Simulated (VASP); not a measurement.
Here is a VASP 6.6.1 calculation.

File INCAR:

```
PREC = Accurate ; ENCUT = 520
EDIFF = 1E-6 ; ISMEAR = -1
SIGMA = 0.05 ; LREAL = False
LASPH = True ; NELM = 150
ALGO = Normal ; ISIF = 2
LWAVE = False ; LCHARG = False
ISPIN = 2 ; MAGMOM = 2 0
LORBIT = 11 ; LMAXMIX = 4
GGA = PE ; NBANDS = 18
```

KPOINTS

```
Automatic mesh
0
Gamma
  11 11 11
```

Contents of POSCAR:

```
CoO
1.0
    0.0000000000      2.1315000000      2.1315000000
    2.1315000000      0.0000000000      2.1315000000
    2.1315000000      2.1315000000      0.0000000000
Co O
1 1
Direct
   -0.0073950000      0.0082970000      0.0150690000
    0.4971250000      0.5171570000      0.4953140000
```

Potentials or basis: VASP PAW PBE potentials, release 64 (Co, O).

Launch:

```console
$ cat potpaw_PBE.64/Co/POTCAR potpaw_PBE.64/O/POTCAR > POTCAR
$ mpirun -np 1 vasp_std > vasp.out
```

Problem. Predict the largest force.

Solution. 0.056 eV/Å.

Problem. Predict the net moment.

Solution. 2.90 μB per cell.

Problem. Estimate the pressure.

Solution. -2.4 GPa.

Problem. What does it give for the site moments?

Solution. Co +2.56; O +0.30 μB.

Forces on the atoms (eV/Å):
```
Co  -0.026 -0.037  0.032
O    0.026  0.037 -0.032
```

Caveat: the cell differs from its parent crystal (atoms moved at random); a cell with one magnetic atom can't hold antiferromagnetic order, which such compounds often take.
